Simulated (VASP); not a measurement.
# CdF2 (I4/mmm) in VASP: single point with r2SCAN

Aim: the single point of CdF2 with r2SCAN.

Everything below comes from runs of VASP 6.6.1. Logs are shortened: lines on timing, memory, paths and dates and some standing lists are left out, and cuts for length are marked.

## Step 1: The cell of the first run

The structure is tetragonal, space group I4/mmm (No. 139). The conventional cell has a = 3.810 Å, b = 3.810 Å, c = 5.590 Å, α = 90.00°, β = 90.00°, γ = 90.00°. Cd (site symmetry 4/mmm) has 8 F at 2.36 Å within 3.1 Å. Within 3.1 Å of F (site symmetry -4m2) lie 4 Cd at 2.36 Å and 6 F at 2.69 to 2.80 Å.

## Step 2: Single point, r2SCAN (strain +0.0375 x Voigt [1, 0, 0, 0, 0, 0])

POSCAR reads:

```
CdF2
1.0
    0.0000000000      2.6940000000      2.6940000000
    2.7950250000      0.0000000000      2.6940000000
    2.7950250000      2.6940000000      0.0000000000
Cd F
1 2
Direct
    0.0000000000      0.0000000000      0.0000000000
    0.2500000000      0.2500000000      0.2500000000
    0.7500000000      0.7500000000      0.7500000000
```

INCAR.step1 reads:

```
SYSTEM = CdF2
ALGO     = Normal         ! electronic algorithm
EDIFF    = 1E-4           ! SCF threshold, eV
ENCUT    = 520            ! plane-wave cutoff, eV
GGA      = PE             ! functional
ISMEAR   = 0              ! smearing method
LASPH    = .True.         ! aspherical terms in the spheres
LCHARG   = .False.        ! write CHGCAR
LREAL    = .False.        ! projectors in reciprocal space
LWAVE    = .True.         ! write WAVECAR
NBANDS   = 20             ! bands
NELM     = 80             ! most SCF steps
PREC     = Accurate       ! precision mode
SIGMA    = 0.05           ! smearing width, eV
```

INCAR.step2 reads:

```
SYSTEM = CdF2
ALGO     = Normal         ! electronic algorithm
EDIFF    = 1E-6           ! SCF threshold, eV
ENCUT    = 520            ! plane-wave cutoff, eV
ISIF     = 2              ! what is computed and relaxed
ISMEAR   = 0              ! smearing method
ISTART   = 1            
LASPH    = .True.         ! aspherical terms in the spheres
LCHARG   = .True.         ! write CHGCAR
LELF     = .True.         ! ELF
LMIXTAU  = .True.       
LREAL    = .False.        ! projectors in reciprocal space
LVHAR    = .True.       
LWAVE    = .False.        ! write WAVECAR
METAGGA  = R2SCAN         ! meta-GGA
NBANDS   = 20             ! bands
NELM     = 80             ! most SCF steps
PREC     = Accurate       ! precision mode
SIGMA    = 0.05           ! smearing width, eV
```

KPOINTS reads:

```
k-points
0
Gamma
  8 8 8
  0 0 0
```

Potentials or basis: VASP PAW PBE potentials, release 64 (Cd, F).

Command:

```sh
> cat potpaw_PBE.64/Cd/POTCAR potpaw_PBE.64/F/POTCAR > POTCAR
> cp INCAR.step1 INCAR
> mpirun -np 1 vasp_std > vasp.out
> cp INCAR.step2 INCAR
> mpirun -np 1 vasp_std > vasp.out
```

OUTCAR:

```text
SYSTEM = CdF2
   EDIFF = 1E-6
   ENCUT = 520
   ISIF = 2
   ISMEAR = 0
   ISTART = 1
   LASPH = .True.
   LREAL = .False.
   METAGGA = R2SCAN
   NELM = 80
   PREC = Accurate

 ion  position               nearest neighbor table
   1  0.000  0.000  0.000-   2 2.36   3 2.36   3 2.36   3 2.36   3 2.36   2 2.36   2 2.36   2 2.36

   2  0.250  0.250  0.250-   1 2.36   1 2.36   1 2.36   1 2.36
   3  0.750  0.750  0.750-   1 2.36   1 2.36   1 2.36   1 2.36

  LATTYP: Found a body centered tetragonal cell.
 ALAT       =     3.8098913370
 C/A-ratio  =     1.4672465710

  Lattice vectors:

 A1 = (   2.7950250000,   0.0000000000,   2.6940000000)
 A2 = (   2.7950250000,   0.0000000000,  -2.6940000000)
 A3 = (  -2.7950250000,   2.6940000000,   0.0000000000)

Analysis of symmetry for initial positions (statically):
=====================================================================
 Subroutine PRICEL returns:
 Original cell was already a primitive cell.

 Routine SETGRP: Setting up the symmetry group for a
 body centered tetragonal supercell.

 Subroutine GETGRP returns: Found 16 space group operations
 (whereof 16 operations were pure point group operations)
 out of a pool of 16 trial point group operations.

The static configuration has the point symmetry D_4h.

Analysis of symmetry for dynamics (positions and initial velocities):
=====================================================================
 Subroutine PRICEL returns:
 Original cell was already a primitive cell.

 Routine SETGRP: Setting up the symmetry group for a
 body centered tetragonal supercell.

 Subroutine GETGRP returns: Found 16 space group operations
 (whereof 16 operations were pure point group operations)
 out of a pool of 16 trial point group operations.

The dynamic configuration has the point symmetry D_4h.

 Subroutine INISYM returns: Found 16 space group operations
 (whereof 16 operations are pure point group operations),
 and found     1 'primitive' translations

----------------------------------------------------------------------------------------

                                     Primitive cell

  volume of cell :      40.5705

  direct lattice vectors                    reciprocal lattice vectors
     0.000000000  2.694000000  2.694000000    -0.178889276  0.185597624  0.185597624
     2.795025000  0.000000000  2.694000000     0.178889276 -0.185597624  0.185597624
     2.795025000  2.694000000  0.000000000     0.178889276  0.185597624 -0.185597624

  length of vectors
     3.809891337  3.881984125  3.881984125     0.317638678  0.317638678  0.317638678

  position of ions in fractional coordinates (direct lattice)
     0.000000000  0.000000000  0.000000000
     0.250000000  0.250000000  0.250000000
     0.750000000  0.750000000  0.750000000

  ion indices of the primitive-cell ions
   primitive index   ion index
                 1           1
                 2           2
                 3           3

----------------------------------------------------------------------------------------

 KPOINTS: k-points

Automatic generation of k-mesh.
 Grid dimensions read from file:
 generate k-points for:    8    8    8

 Generating k-lattice:

  Cartesian coordinates                     Fractional coordinates (reciprocal lattice)
    -0.022361160  0.023199703  0.023199703     0.125000000  0.000000000  0.000000000
     0.022361160 -0.023199703  0.023199703     0.000000000  0.125000000  0.000000000
     0.022361160  0.023199703 -0.023199703     0.000000000  0.000000000  0.125000000

  Length of vectors
     0.039704835  0.039704835  0.039704835

  Shift w.r.t. Gamma in fractional coordinates (k-lattice)
     0.000000000  0.000000000  0.000000000

 Subroutine IBZKPT returns following result:
 ===========================================

 Found     59 irreducible k-points:

 Following reciprocal coordinates:
            Coordinates               Weight
  0.000000  0.000000  0.000000      1.000000
  0.125000 -0.000000 -0.000000      8.000000
  0.250000 -0.000000 -0.000000      8.000000
  0.375000 -0.000000 -0.000000      8.000000
  0.500000 -0.000000 -0.000000      4.000000
  0.125000  0.125000  0.000000      4.000000
[... 16 lines left out ...]
  0.250000  0.125000  0.125000      4.000000
  0.375000  0.125000  0.125000      8.000000
 [... further k-points ...]
   k-points           NKPTS =     59   k-points in BZ     NKDIM =     59   number of bands    NBANDS=     20
   number of dos      NEDOS =    301   number of ions     NIONS =      3
   total plane-waves  NPLWV =  25200
   dimension x,y,z NGX =    28 NGY =   30 NGZ =   30
   dimension x,y,z NGXF=    56 NGYF=   60 NGZF=   60
   ions per type =               1   2
   NGX,Y,Z   is equivalent  to a cutoff of  12.22, 12.85, 12.85 a.u.
   NGXF,Y,Z  is equivalent  to a cutoff of  24.44, 25.69, 25.69 a.u.
 SYSTEM =  CdF2
   PREC   = accura    normal or accurate (medium, high low for compatibility)
   ISTART =      1    job   : 0-new  1-cont  2-samecut
   ICHARG =      0    charge: 1-file 2-atom 10-const
   ISPIN  =      1    spin polarized calculation?
   LNONCOLLINEAR =      F non collinear calculations
   LSORBIT =      F    spin-orbit coupling
   LASPH  =      T    aspherical Exc in radial PAW
   ENCUT  =  520.0 eV  38.22 Ry    6.18 a.u.   7.08  7.22  7.22*2*pi/ulx,y,z
   NELM   =     80;   NELMIN=  2; NELMDL=  0     # of ELM steps
   EDIFF  = 0.1E-05   stopping-criterion for ELM
   LREAL  =      F    real-space projection
   EDIFFG = 0.1E-04   stopping-criterion for IOM
   NSW    =      0    number of steps for IOM
   IBRION =     -1    ionic relax: 0-MD 1-quasi-New 2-CG
   NFREE  =      0    steps in history (QN), initial steepest desc. (CG)
   ISIF   =      2    stress and relaxation
   ISYM   =      2    0-nonsym 1-usesym 2-fastsym
   POTIM  = 0.5000    time-step for ionic-motion
   TEBEG  =    0.0;   TEEND  =   0.0 temperature during run
   PSTRESS=    0.0 pullay stress
   NELECT =      26.0000    total number of electrons
   NUPDOWN=      -1.0000    fix difference up-down
   EMIN   =  10.00;   EMAX   =-10.00  energy-range for DOS
   EFERMI =   0.00;   METHOD = LEGACY
   ISMEAR =     0;   SIGMA  =   0.05  broadening in eV -4-tet -1-fermi 0-gaus
   EFERMI_NEDOS =   21; number of points for ismear=-14 and -15
   IALGO  =     38    algorithm
   IMIX   =      4    mixing-type and parameters
     AMIX     =   0.40;   BMIX     =  1.00
     AMIX_MAG =   1.60;   BMIX_MAG =  1.00
  volume/ion in A,a.u.               =      13.52        91.26
  Fermi-wavevector in a.u.,A,eV,Ry     =   1.411440  2.667234 27.105009  1.992162
  Thomas-Fermi vector in A             =   2.533291
   LORBIT       =      0    0 simple, 1 ext, 2 COOP (PROOUT), +10 PAW based schemes
   METAGGA = R2SCAN    functional components
   LHFCALC =     F    Hartree Fock is set to
   AEXX    =    0.0000 exact exchange contribution
   IVDW    =     0    specifies the selected vdW correction
   LEPSILON=     F    determine dielectric tensor
   LRPA    =     F    only Hartree local field effects (RPA)
 non-spin polarized calculation
 Gauss-broadening in eV      SIGMA  =   0.05
  energy-cutoff  :      520.00
  volume of cell :       40.57
 maximum number of plane-waves:      1107
   NGX = 15   NGY = 15   NGZ = 15

 number of electron      25.9999996 magnetization

 Free energy of the ion-electron system (eV)
  ---------------------------------------------------
  ext. energy  EPLUGINS =         0.00000000
  ---------------------------------------------------
  free energy    TOTEN  =       -33.69973282 eV

  energy without entropy =      -33.69973282  energy(sigma->0) =      -33.69973282

 E-fermi :  -1.7704     XC(G=0): -10.8360

 val. band max:       -2.0951143432   @ k =   0.5000  -0.2500   0.2500
 cond. band min:       1.4698228902   @ k =   0.0000   0.0000   0.0000
 fundamental gap:      3.5649372334
 Fermi energy:        -1.7704212139

 k-point     1 :       0.0000    0.0000    0.0000
  band No.  band energies     occupation
      1     -23.8709      2.00000
      2     -22.8937      2.00000
      3      -7.6771      2.00000
      4      -7.6520      2.00000
      5      -7.6519      2.00000
      6      -6.5958      2.00000
[... 12 lines left out ...]
     19      18.0247      0.00000
     20      18.8865      0.00000

 k-point     2 :       0.1250   -0.0000   -0.0000
  band No.  band energies     occupation
      1     -23.8275      2.00000
      2     -22.9325      2.00000
      3      -7.6175      2.00000
      4      -7.5962      2.00000
      5      -7.5075      2.00000
      6      -6.6094      2.00000
[... 12 lines left out ...]
     19      17.6265      0.00000
     20      18.4253      0.00000

 k-point     3 :       0.2500   -0.0000   -0.0000
  band No.  band energies     occupation
      1     -23.7093      2.00000
      2     -23.0385      2.00000
      3      -7.4990      2.00000
      4      -7.4671      2.00000
      5      -7.1039      2.00000
      6      -6.6184      2.00000
[... 12 lines left out ...]
     19      17.6379      0.00000
     20      17.6864      0.00000

 k-point     4 :       0.3750   -0.0000   -0.0000
  band No.  band energies     occupation
      1     -23.5456      2.00000
      2     -23.1876      2.00000
      3      -7.4071      2.00000
      4      -7.3600      2.00000
      5      -6.6097      2.00000
      6      -6.5812      2.00000
[... 12 lines left out ...]
     19      17.0099      0.00000
     20      17.3355      0.00000

 k-point     5 :       0.5000   -0.0000   -0.0000
  band No.  band energies     occupation
      1     -23.3929      2.00000
      2     -23.3338      2.00000
      3      -7.3808      2.00000
      4      -7.3273      2.00000
      5      -6.5416      2.00000
      6      -6.5184      2.00000
[... 12 lines left out ...]
     19      16.7490      0.00000
     20      17.0061      0.00000
[... 353 lines left out ...]
      6      -6.4901      2.00000
[... 12 lines left out ...]
     19      18.1212      0.00000
     20      20.1982      0.00000

 k-point    22 :       0.0000    0.1250    0.1250
  band No.  band energies     occupation
      1     -23.8214      2.00000
      2     -22.9364      2.00000
      3      -7.5682      2.00000
      4      -7.5681      2.00000
      5      -7.4975      2.00000
      6      -6.6622      2.00000
[... 12 lines left out ...]
     19      17.5556      0.00000
     20      19.0426      0.00000

 k-point    23 :       0.2500    0.1250    0.1250
  band No.  band energies     occupation
      1     -23.7534      2.00000
      2     -23.0000      2.00000
      3      -7.5290      2.00000
      4      -7.5100      2.00000
      5      -7.2855      2.00000
      6      -6.6591      2.00000
[... 12 lines left out ...]
     19      17.5032      0.00000
     20      18.3981      0.00000

 k-point    24 :       0.3750    0.1250    0.1250
  band No.  band energies     occupation
      1     -23.6183      2.00000
      2     -23.1206      2.00000
      3      -7.4105      2.00000
      4      -7.3621      2.00000
      5      -6.8864      2.00000
      6      -6.6913      2.00000
[... 12 lines left out ...]
     19      16.8395      0.00000
     20      19.1114      0.00000

 [... further k-points ...]
[... 5 lines left out ...]
  --------------------------------------------------------------------------------------
  -------------------------------------------------------------------------------------
  Total       -1.4569969     -0.4160696     -0.4160696      0.0000000      0.0000000      0.0000000
  in kB      -57.5384726    -16.4310639    -16.4310639      0.0000000      0.0000000      0.0000000
  external PRESSURE =     -30.1335334 kB  Pullay stress =       0.0000000 kB

 VOLUME and BASIS-vectors are now :
 -----------------------------------------------------------------------------
  energy-cutoff  :      520.00
  volume of cell :       40.57
      direct lattice vectors                 reciprocal lattice vectors
     0.000000000  2.694000000  2.694000000    -0.178889276  0.185597624  0.185597624
     2.795025000  0.000000000  2.694000000     0.178889276 -0.185597624  0.185597624
     2.795025000  2.694000000  0.000000000     0.178889276  0.185597624 -0.185597624

 POSITION                                       TOTAL-FORCE (eV/Angst)
 -----------------------------------------------------------------------------------
      0.00000      0.00000      0.00000         0.000000      0.000000     -0.000000
      1.39751      1.34700      1.34700        -0.000000     -0.000000     -0.000000
      4.19254      4.04100      4.04100         0.000000      0.000000      0.000000
 -----------------------------------------------------------------------------------
    total drift:                                0.000000      0.000000      0.000000

  FREE ENERGIE OF THE ION-ELECTRON SYSTEM (eV)
  ---------------------------------------------------
  free  energy   TOTEN  =       -33.6997328177 eV

  energy  without entropy=      -33.6997328177  energy(sigma->0) =      -33.69973282
```

Wall time 78 s (1 thread of Intel Xeon 6975P-C (Granite Rapids), shared host); peak memory 0.19 GiB.

What came out:

```yaml
Free_energy: -33.6997 eV
Pressure: -3.0 GPa
Band_gap_on_the_k_mesh: 3.56 eV, indirect (least direct gap 4.09 eV)
```

Caveat: the cell differs from its parent crystal (strain +0.0375 x Voigt [1, 0, 0, 0, 0, 0]); the PAW data sets were made with another functional, which shifts forces and pressure a little. A k mesh can miss the band edges.
